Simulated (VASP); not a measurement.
# Os: relaxation of cell and atoms with LDA

Os:

```xyz
1
Lattice="0.0000 1.9100 1.9100 1.9100 0.0000 1.9100 1.9100 1.9100 0.0000" Properties=species:S:1:pos:R:3 pbc="T T T"
Os    0.0000    0.0000    0.0000
```

This isn't the form of Os at room conditions, which is hcp.

| Quantity | Value |
| --- | --- |
| Program | VASP 6.6.1 |
| Task | relaxation of cell and atoms |
| Functional | LDA |
| Potentials or basis | VASP PAW LDA potentials, release 64 (Os) |
| Cutoff | 600 eV |
| k mesh | 10 × 10 × 10 |
| Occupations | fermi-dirac, width 0.05 eV |
| Spin | no spin polarisation |
| Dipole correction | no |
| Further INCAR settings | ALGO = Normal; EDIFF = 1e-07; IBRION = 2; EDIFFG = -0.03; NSW = 80; ISIF = 3 |

The relaxed volume is 13.81 Å³/atom and the relaxed cell is a = 2.693 Å, b = 2.693 Å, c = 2.693 Å, α = 60.00°, β = 60.00°, γ = 60.00°. The space group after relaxing (to 0.1 Å) is Fm-3m (No. 225) and the energy gained by relaxing is 1.7 meV/atom. The ionic steps are 3 and the pressure after relaxing is -0.1 GPa. The band gap on the k mesh is zero (bands 4 and 5 overlap by 4.09 eV).

Step by step:
| step | energy change (eV) | largest force (eV/Å) | pressure (GPa) | volume (Å³) |
| --- | --- | --- | --- | --- |
| 1 | 0.0000 | 0.0000 | -4.11 | 13.94 |
| 2 | 0.0347 | 0.0000 | 21.06 | 13.23 |
| 3 | -0.0017 | 0.0000 | -0.09 | 13.81 |

Final structure:
```
CELL_PARAMETERS angstrom
0.00000 1.90412 1.90412
1.90412 0.00000 1.90412
1.90412 1.90412 0.00000
ATOMIC_POSITIONS crystal
Os 0.00000 0.00000 0.00000
```

Levels at points of the mesh, in eV from the Fermi level:
```csv
k point,band 1,band 2,band 3,band 4,band 5,band 6,band 7,band 8
"(0.00, 0.00, 0.00)",-10.92,-3.13,-3.13,-3.13,0.00,0.00,14.25,20.12
"(0.50, 0.00, 0.00)",-7.85,-3.28,-3.28,-0.16,2.47,2.47,9.15,13.80
"(0.50, 0.50, 0.00)",-7.76,-7.07,2.44,2.45,3.16,3.16,12.38,12.38
```

It took 7.2 s on 1 thread of Intel(R) Xeon(R) 6975P-C (Granite Rapids), with other jobs on the host, peak memory 0.14 GiB.

Caveat: spin-orbit coupling is left out, which moves the levels of the heavy elements.
